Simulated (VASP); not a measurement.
Here is a VASP 6.6.1 calculation.

File POSCAR:

```
BN
1.0
    0.0000000000      1.8080000000      1.8080000000
    1.8080000000      0.0000000000      1.8080000000
    1.8080000000      1.8080000000      0.0000000000
B N
1 1
Direct
    0.0000000000      0.0000000000      0.0000000000
    0.2500000000      0.2500000000      0.2500000000
```

INCAR.step1

```
PREC = Accurate ; ENCUT = 500
EDIFF = 1E-8 ; ISMEAR = 0
SIGMA = 0.01 ; LREAL = False
LASPH = True ; NELM = 100
ALGO = Normal ; LWAVE = True
LCHARG = False ; GGA = PE
```

INCAR.step2

```
PREC = Accurate ; ENCUT = 500
EDIFF = 1E-8 ; ISMEAR = 0
SIGMA = 0.01 ; LREAL = False
LASPH = True ; NELM = 1
ALGO = Exact ; LWAVE = True
LCHARG = False ; GGA = PE
NBANDS = 59 ; LOPTICS = True
ISTART = 1
```

File INCAR.step3:

```
PREC = Accurate ; ENCUT = 500
EDIFF = 1E-8 ; ISMEAR = 0
SIGMA = 0.01 ; LREAL = False
LASPH = True ; ALGO = EVGW0
LWAVE = False ; LCHARG = False
GGA = PE ; NELMGW = 1
NBANDS = 59 ; ENCUTGW = 113.3
NOMEGA = 48 ; PRECFOCK = Fast
ISTART = 1 ; NBANDSGW = 12
```

The input KPOINTS:

```
Automatic mesh
0
Gamma
  2 2 2
```

Potentials or basis: VASP PAW PBE potentials, release 64 (B_GW, N_GW).

The run is started by

```sh
$ cat potpaw_PBE.64/B_GW/POTCAR potpaw_PBE.64/N_GW/POTCAR > POTCAR
$ cp INCAR.step1 INCAR
$ mpirun -np 1 vasp_std > vasp.out
$ cp INCAR.step2 INCAR
$ mpirun -np 1 vasp_std > vasp.out
$ cp INCAR.step3 INCAR
$ mpirun -np 1 vasp_std > vasp.out
```

(1) What does it give for the quasiparticle gap?

(2) Estimate the least direct quasiparticle gap.

(3) Estimate the band gap on the k mesh, mean-field level.

Results:

(1) 4.94 eV.

(2) 10.00 eV.

(3) 4.09 eV, indirect (least direct gap 8.39 eV).

Caveat: the k points lie up to 1.50 Å⁻¹ apart; bands, screening cutoff and mesh are small and nothing is extrapolated, so the quasiparticle values aren't converged.
